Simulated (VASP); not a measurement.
A run of VASP 6.6.1:

File INCAR:

```
  PREC = Accurate
  ENCUT = 600
  EDIFF = 1E-6
  ISMEAR = 0
  SIGMA = 0.1
  LREAL = False
  LASPH = True
  NELM = 80
  ALGO = Normal
  ISIF = 3
  LWAVE = False
  LCHARG = False
  GGA = PE
  IBRION = 2
  NSW = 90
  EDIFFG = -0.04
```

KPOINTS

```
regular mesh
0
Gamma
  3 3 3
```

POSCAR

```
Sn3GeSe
1.0
    3.5891275300      2.0721837500      3.0373306600
   -3.5891275300      2.0721837500      3.0373306600
    0.0000000000     -4.1443674900      3.0373306600
Sn Ge Se
3 1 1
Direct
    0.5069299900      0.9987400200      0.5069299900
    0.5069299900      0.5069299900      0.9987400200
    0.9987400200      0.5069299900      0.5069299900
    0.0100000000      0.0100000000      0.0100000000
    0.5394300200      0.5394300200      0.5394300200
```

Potentials or basis: VASP PAW PBE potentials, release 64 (Sn_d, Ge_d, Se).

The run is started by

```console
$ cat potpaw_PBE.64/Sn_d/POTCAR potpaw_PBE.64/Ge_d/POTCAR potpaw_PBE.64/Se/POTCAR > POTCAR
$ mpirun -np 1 vasp_std > vasp.out
```

Hardware: 1 thread of Oxide Virtual Turin-like Processor, on a shared host.

Problem. How long does it take, and how much memory?

Solution. Wall time 30 min on 1 thread of Oxide Virtual Turin-like Processor, on a shared host, peak memory 0.25 GiB. Counts: scf iterations 414, k points 6, ion steps 47.
